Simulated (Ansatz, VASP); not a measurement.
**Two plane-wave programs on SiGe3**

```xyz
8
Lattice="-2.8382 2.8382 5.6770 2.8382 -2.8382 5.6770 2.8382 2.8382 -5.6770" Properties=species:S:1:pos:R:3 pbc="T T T"
Si    0.0000    0.0000    0.0000
Si    0.0000    2.8382    2.8385
Ge    1.4191    1.4705    4.2578
Ge    0.0000    0.0000    5.6770
Ge    1.4191    1.3677   -1.4193
Ge    1.4705   -1.4191    7.0963
Ge    1.3677    4.2574    1.4193
Ge    2.8382    0.0000    2.8385
```

Alike in both runs: task single point; functional PBE; k mesh 10 × 10 × 10; occupations gaussian, width 0.02 eV; no spin polarisation.

|  | VASP | Ansatz |
| --- | --- | --- |
| version | VASP 6.6.1 | Ansatz 0.2.0 |
| potentials or method | VASP PAW PBE potentials, release 64 (Si, Ge_d), cutoff 520 eV | scalar-relativistic, plane waves, PAW |
| valence electrons in the cell | 92 | 92 |

```tsv
	VASP	Ansatz	Ansatz less VASP
gap on the k mesh at the Fermi level (eV)	0.37	0.37	-0.004
least direct gap on the mesh (eV)	0.46	0.46	-0.005
pressure (GPa)	0.0	0.0	+0.04
```
